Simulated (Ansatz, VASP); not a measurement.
# Al: VASP beside Ansatz

File INCAR:

```
SYSTEM = Al
PREC     = Accurate       ! precision mode
ENCUT    = 600            ! plane-wave cutoff, eV
EDIFF    = 1E-6           ! SCF threshold, eV
ISMEAR   = 0              ! smearing method
SIGMA    = 0.1            ! smearing width, eV
LREAL    = .FALSE.        ! projectors in reciprocal space
LASPH    = .TRUE.         ! aspherical terms in the spheres
NELM     = 100            ! most SCF steps
ALGO     = Fast           ! electronic algorithm
ISIF     = 3              ! what is computed and relaxed
LWAVE    = .FALSE.        ! write WAVECAR
LCHARG   = .FALSE.        ! write CHGCAR
GGA      = PS             ! functional
IBRION   = 2              ! ionic algorithm
NSW      = 90             ! ionic steps
EDIFFG   = -0.04          ! ionic threshold
```

Contents of KPOINTS:

```
Automatic mesh
0
G
  6 6 6
  0 0 0
```

The input POSCAR:

```
Al
1.0
    0.0000000000      2.6598623323      2.6598623323
    2.6598623323      0.0000000000      2.6598623323
    2.6598623323      2.6598623323      0.0000000000
Al
2
Direct
    0.5000000000      0.5000000000      0.5000000000
    0.7500000000      0.7500000000      0.7500000000
```

Input for Ansatz:

```yaml
crystal:
  lattice:
    - [0.0, 2.6598623323, 2.6598623323]
    - [2.6598623323, 0.0, 2.6598623323]
    - [2.6598623323, 2.6598623323, 0.0]
  atoms:
    - { symbol: Al, position: [0.5, 0.5, 0.5] }
    - { symbol: Al, position: [0.75, 0.75, 0.75] }
basis:
  ecutwfc: 420
kpoints:
  mp_grid: { grid: [6, 6, 6] }
hamiltonian:
  xc: pbesol
scf:
  occupations: { method: gaussian, width: 0.1 }
  lower_state_search: "off"
output:
  forces: true
  stress: true
  eigenvalues: true
relax:
  adjacent_minimum: "off"
  f_tol: 0.04
  max_steps: 70
  cell: { stress_tol: 0.4 }
```

Alike in both runs: task relaxation of cell and atoms; functional PBEsol; k mesh 6 × 6 × 6; occupations gaussian, width 0.1 eV; no spin polarisation.

```csv
,VASP,Ansatz
version,VASP 6.6.1,Ansatz 0.2.0
potentials or method,"VASP PAW PBE potentials, release 64 (Al), cutoff 600 eV","scalar-relativistic, plane waves, PAW"
valence electrons in the cell,6,6
```

VASP gave:

* gap on the k mesh at the Fermi level, each at its own relaxed structure (eV): none
* relaxed volume (Å³/atom): 26.95
* relaxed cell length with the largest relative difference (Å): 4.240

Task: Estimate Ansatz's values.

Result: gap on the k mesh at the Fermi level, each at its own relaxed structure (eV): none; relaxed volume (Å³/atom): 26.87; relaxed cell length with the largest relative difference (Å): 4.236.

VASP's potentials were made for PBE, not for PBEsol. A gap of «none» marks a metal or a gap that the smearing closes.

Noted on VASP's run: the volume moved by over 15 % at a fixed basis, so the end points are rough.
